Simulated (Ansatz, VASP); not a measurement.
# V: VASP beside Ansatz

INCAR

```
  PREC = Accurate
  ENCUT = 500
  EDIFF = 1E-6
  ISMEAR = -1
  SIGMA = 0.1
  LREAL = F
  LASPH = T
  NELM = 120
  ALGO = Normal
  ISIF = 2
  LWAVE = F
  LCHARG = T
  GGA = PS
  LELF = T
  LVHAR = T
  NBANDS = 12
  GGA_COMPAT = F
```

File KPOINTS:

```
regular mesh
0
Gamma
  17 17 17
```

Contents of POSCAR:

```
V
1.0
    1.9152780515      0.0000000000      0.0000000000
    0.0000000000      1.9152780515      0.0000000000
    0.0000000000      0.0000000000      1.9152780515
V
1
Direct
    0.0000000000      0.0000000000      0.0000000000
```

Input for Ansatz:

```yaml
crystal:
  lattice:
    - [1.9152780515, 0.0, 0.0]
    - [0.0, 1.9152780515, 0.0]
    - [0.0, 0.0, 1.9152780515]
  atoms:
    - { symbol: V, position: [0.0, 0.0, 0.0] }
kpoints:
  mp_grid: { grid: [17, 17, 17] }
scf:
  occupations: { method: fermi_dirac, width: 0.1 }
hamiltonian:
  xc: pbesol
  pseudopotentials: { kind: all_electron, lapw: { basis_error: 0.001 } }
output:
  forces: true
  stress: true
  eigenvalues: true
  populations: true
```

Change from the starting cell: volume scaled by 0.5, LAPW.

Alike in both runs: task single point; functional PBEsol; k mesh 17 × 17 × 17; occupations fermi-dirac, width 0.1 eV; no spin polarisation.

|  | VASP | Ansatz |
| --- | --- | --- |
| version | VASP 6.6.1 | Ansatz 0.2.0 |
| potentials or method | VASP PAW PBE potentials, release 64 (V_sv), cutoff 500 eV | all-electron LAPW, scalar-relativistic |

|  | VASP | Ansatz | Ansatz less VASP |
| --- | --- | --- | --- |
| pressure (GPa) | 426.9 | 393.0 | -33.94 |

VASP's potentials were made for PBE, not for PBEsol. Both programs put the cell under a high pressure, so it lies far from rest at this level. Ansatz ran all-electron here, and VASP with PAW potentials.

Noted on VASP's run: the cell as given lies far from equilibrium.
